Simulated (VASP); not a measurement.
Here is a VASP 6.6.1 calculation.

The input POSCAR:

```
Ta
1.0
    2.9010940919      0.0000000000      0.0000000000
   -1.4505470460      2.5124211824      0.0000000000
    0.0000000000      0.0000000000      5.1379925949
Ta
2
Direct
    0.3333333333      0.6666666667      0.7500000000
    0.6666666667      0.3333333333      0.2500000000
```

The input INCAR.step1:

```
PREC = Accurate
ENCUT = 600
ISMEAR = 0
SIGMA = 0.05
LREAL = False
LASPH = True
NELM = 100
GGA = PE
ALGO = Normal
EDIFF = 1E-4
LWAVE = True
LCHARG = False
```

Contents of INCAR.step2:

```
PREC = Accurate
ENCUT = 600
EDIFF = 1E-6
ISMEAR = 0
SIGMA = 0.05
LREAL = False
LASPH = True
NELM = 100
ALGO = Normal
ISIF = 4
LWAVE = False
LCHARG = False
METAGGA = R2SCAN
LMIXTAU = True
IBRION = 2
NSW = 60
EDIFFG = -0.02
ISTART = 1
```

KPOINTS

```
Automatic mesh
0
Gamma
  16 16 8
```

Potentials or basis: VASP PAW PBE potentials, release 64 (Ta_pv).

Launch:

```sh
$ cat potpaw_PBE.64/Ta_pv/POTCAR > POTCAR
$ cp INCAR.step1 INCAR
$ mpirun -np 1 vasp_std > vasp.out
$ cp INCAR.step2 INCAR
$ mpirun -np 1 vasp_std > vasp.out
```

**Question.** Predict the band gap on the k mesh.

**Answer.** Zero (bands 11 and 12 overlap by 2.19 eV).

Final structure:
```
CELL_PARAMETERS angstrom
2.90109 0.00000 0.00000
-1.45055 2.51242 0.00000
0.00000 0.00000 5.13799
ATOMIC_POSITIONS crystal
Ta 0.33333 0.66667 0.75000
Ta 0.66667 0.33333 0.25000
```

Caveat: spin-orbit coupling is left out, which moves the levels of the heavy elements.
